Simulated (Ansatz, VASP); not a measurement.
## Two plane-wave programs on GaSb

INCAR

```
SYSTEM = GaSb
PREC = Accurate ; ENCUT = 520
EDIFF = 1E-7 ; ISMEAR = 0
SIGMA = 0.15 ; LREAL = .False.
LASPH = .True. ; NELM = 100
ALGO = Normal ; ISIF = 2
LWAVE = .False. ; LCHARG = .True.
GGA = PS ; LELF = .True.
LVHAR = .True. ; NBANDS = 16
```

KPOINTS

```
Automatic mesh
0
Gamma
  18 18 18
  0 0 0
```

The input POSCAR:

```
GaSb
1.0
    0.0000000000      2.9792237448      2.9792237448
    2.9792237448      0.0000000000      2.9792237448
    2.9792237448      2.9792237448      0.0000000000
Ga Sb
1 1
Direct
    0.0000000000      0.0000000000      0.0000000000
    0.7500000000      0.7500000000      0.7500000000
```

Input for Ansatz:

```yaml
crystal:
  lattice:
    - [0.0, 2.9792237448, 2.9792237448]
    - [2.9792237448, 0.0, 2.9792237448]
    - [2.9792237448, 2.9792237448, 0.0]
  atoms:
    - { symbol: Ga, position: [0.0, 0.0, 0.0] }
    - { symbol: Sb, position: [0.75, 0.75, 0.75] }
basis:
  ecutwfc: 420
kpoints:
  mp_grid: { grid: [18, 18, 18] }
hamiltonian:
  xc: pbesol
scf:
  occupations: { method: gaussian, width: 0.15 }
output:
  forces: true
  stress: true
  eigenvalues: true
```

Change from the starting cell: strain -0.025 along x and y, -0.025 along z, atoms carried along.

Alike in both runs: task single point; functional PBEsol; k mesh 18 × 18 × 18; occupations gaussian, width 0.15 eV; no spin polarisation.

|  | VASP | Ansatz |
| --- | --- | --- |
| version | VASP 6.6.1 | Ansatz 0.2.0 |
| potentials or method | VASP PAW PBE potentials, release 64 (Ga_d, Sb), cutoff 520 eV | scalar-relativistic, plane waves, PAW |
| valence electrons in the cell | 18 | 28 |

Ansatz gave:

- gap on the k mesh at the Fermi level (eV): 0.52
- least direct gap on the mesh (eV): 0.56
- pressure (GPa): 4.7

Question: Which values does VASP return?

Answer: gap on the k mesh at the Fermi level (eV): 0.52; least direct gap on the mesh (eV): 0.57; pressure (GPa): 4.8.

VASP's potentials were made for PBE, not for PBEsol. VASP's potentials hold 18 valence electrons a cell and Ansatz's 28, so a difference there can come from the potentials and not from the codes.

Spin-orbit coupling is off throughout.
